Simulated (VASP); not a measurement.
A run of VASP 6.6.1:

INCAR

```
SYSTEM = CsH
PREC = Accurate ; ENCUT = 520
EDIFF = 1E-6 ; ISMEAR = -1
SIGMA = 0.03 ; LREAL = .FALSE.
LASPH = .TRUE. ; NELM = 80
ALGO = Normal ; ISIF = 2
LWAVE = .FALSE. ; LCHARG = .TRUE.
GGA = PS ; LELF = .TRUE.
LVHAR = .TRUE. ; NBANDS = 12
```

KPOINTS

```
regular mesh
0
G
  6 6 6
  0 0 0
```

POSCAR

```
CsH
1.0
    0.0000000000      3.4225701380      3.4225701380
    3.4225701380      0.0000000000      3.4225701380
    3.4225701380      3.4225701380      0.0000000000
Cs H
1 1
Direct
    0.0000000000      0.0000000000      0.0000000000
    0.2500000000      0.2500000000      0.2500000000
```

Potentials or basis: VASP PAW PBE potentials, release 64 (Cs_sv, H).

Run with:

```bash
$ cat potpaw_PBE.64/Cs_sv/POTCAR potpaw_PBE.64/H/POTCAR > POTCAR
$ mpirun -np 1 vasp_std > vasp.out
```

Hardware: 1 thread of AMD EPYC 7R13 (shared host).

**Question.** How long does it take, and how much memory?

**Answer.** Run time: 26 s on 1 thread of AMD EPYC 7R13, on a shared host, peak memory 0.18 GiB. Counts: scf iterations 14, k points 16.
